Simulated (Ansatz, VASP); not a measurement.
# One calculation of Al2Ru, two programs

POSCAR

```
Al2Ru
1.0
    3.0593840995      0.0000000000      0.0000000000
    0.0000000000      3.0593840995      0.0000000000
    0.0000000000      0.0000000000      8.5909236075
Al Ru
4 2
Direct
    0.5000000000      0.5000000000      0.1576521512
    0.0000000000      0.0000000000      0.3423478488
    0.0000000000      0.0000000000      0.6576521512
    0.5000000000      0.5000000000      0.8423478488
    0.0000000000      0.0000000000      0.0000000000
    0.5000000000      0.5000000000      0.5000000000
```

Contents of INCAR.step1:

```
ALGO = Normal ; EDIFF = 1E-4
ENCUT = 520 ; GGA = PE
ISMEAR = 0 ; LASPH = True
LCHARG = False ; LREAL = False
LWAVE = True ; NBANDS = 29
NELM = 100 ; PREC = Accurate
SIGMA = 0.1
```

The input INCAR.step2:

```
ALGO = Normal ; EDIFF = 1E-7
ENCUT = 520 ; ISIF = 2
ISMEAR = 0 ; ISTART = 1
LASPH = True ; LCHARG = True
LELF = True ; LMIXTAU = True
LREAL = False ; LVHAR = True
LWAVE = False ; METAGGA = R2SCAN
NBANDS = 29 ; NELM = 100
PREC = Accurate ; SIGMA = 0.1
```

The input KPOINTS:

```
k-points
0
Gamma
  12 12 4
```

Input for Ansatz:

```yaml
crystal:
  lattice:
    - [3.0593840995, 0.0, 0.0]
    - [0.0, 3.0593840995, 0.0]
    - [0.0, 0.0, 8.5909236075]
  atoms:
    - { symbol: Al, position: [0.5, 0.5, 0.1576521512] }
    - { symbol: Al, position: [0.0, 0.0, 0.3423478488] }
    - { symbol: Al, position: [0.0, 0.0, 0.6576521512] }
    - { symbol: Al, position: [0.5, 0.5, 0.8423478488] }
    - { symbol: Ru, position: [0.0, 0.0, 0.0] }
    - { symbol: Ru, position: [0.5, 0.5, 0.5] }
basis:
  ecutwfc: 500
kpoints:
  mp_grid: { grid: [12, 12, 4] }
  band_path: { path: [VBM, CBM], npoints: 2 }
hamiltonian:
  xc: r2scan
scf:
  occupations: { method: gaussian, width: 0.1 }
output:
  forces: true
  stress: true
  eigenvalues: true
checkpoint:
  read: start.run
  write: ck
  compress: false
  write_wavefunctions: false
  write_every: 100000
```

Alike in both runs: task single point; functional r2SCAN; k mesh 12 × 12 × 4; occupations gaussian, width 0.1 eV; no spin polarisation.

|  | VASP | Ansatz |
| --- | --- | --- |
| version | VASP 6.6.1 | Ansatz 0.2.0 |
| potentials or method | VASP PAW PBE potentials, release 64 (Al, Ru_pv), cutoff 520 eV | scalar-relativistic, plane waves, PAW |
| valence electrons in the cell | 40 | 44 |

VASP gave:

```
gap on the k mesh at the Fermi level (eV)                     : 0.03
least direct gap on the mesh (eV)                             : 0.35
pressure (GPa)                                                : 4.8
traceless stress, the component that is largest in VASP (GPa) : -4.99
rms of the force components (eV/Å)                            : 0.008
```

Question: Estimate Ansatz's values.

Answer: gap on the k mesh at the Fermi level (eV): 0.03; least direct gap on the mesh (eV): 0.35; pressure (GPa): 4.9; traceless stress, the component that is largest in VASP (GPa): -4.90; rms of the force components (eV/Å): 0.000.

VASP's potentials were made for PBE, not for r2SCAN. Atom by atom the forces differ by 0.008 eV/Å (rms over components). VASP's potentials hold 40 valence electrons a cell and Ansatz's 44, so a difference there can come from the potentials and not from the codes.
